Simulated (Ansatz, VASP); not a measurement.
# Two plane-wave programs on Al30Si

```
CELL_PARAMETERS angstrom
8.10000 0.00000 0.00000
0.00000 8.10000 0.00000
0.00000 0.00000 8.10000
ATOMIC_POSITIONS crystal
Si 0.24607 0.00000 0.74607
Al 0.75037 0.24908 0.99832
Al 0.75054 0.00000 0.25054
Al 0.00229 0.00000 0.99771
Al 0.25024 0.24571 0.99689
Al 0.49811 0.50000 0.99811
Al 0.75037 0.75092 0.99832
Al 0.24869 0.00000 0.25168
Al 0.49832 0.24908 0.25037
Al 0.75140 0.50000 0.25140
Al 0.49771 0.00000 0.50229
Al 0.75189 0.25069 0.50175
Al 0.75168 0.00000 0.74869
Al 0.00212 0.50000 0.99862
Al 0.25024 0.75429 0.99689
Al 0.00175 0.25069 0.25189
Al 0.24781 0.50000 0.25194
Al 0.49832 0.75092 0.25037
Al 0.00298 0.00000 0.50298
Al 0.24766 0.24974 0.50283
Al 0.49862 0.50000 0.50212
Al 0.75189 0.74931 0.50175
Al 0.49689 0.24571 0.75024
Al 0.75194 0.50000 0.74781
Al 0.00175 0.74931 0.25189
Al 0.00190 0.50000 0.50190
Al 0.24766 0.75026 0.50283
Al 0.00283 0.24974 0.74766
Al 0.24823 0.50000 0.74823
Al 0.49689 0.75429 0.75024
Al 0.00283 0.75026 0.74766
```

Alike in both runs: functional PBE; k mesh 2 × 2 × 2; occupations fermi-dirac, width 0.15 eV; no spin polarisation.

Ansatz relaxed the structure, and its values are those at the end. VASP's run is a single point on that final structure, the one shown.

```csv
,VASP,Ansatz
version,VASP 6.6.1,Ansatz 0.2.0
potentials or method,"VASP PAW PBE potentials, release 64 (Si, Al), cutoff 520 eV","scalar-relativistic, plane waves, PAW"
valence electrons in the cell,94,94
```

VASP gave:

- rms of the force components (eV/Å): 0.009

**Question.** Estimate Ansatz's values.

**Answer.** rms of the force components (eV/Å): 0.010.

The k mesh is coarse, so the values compare programs but aren't converged.
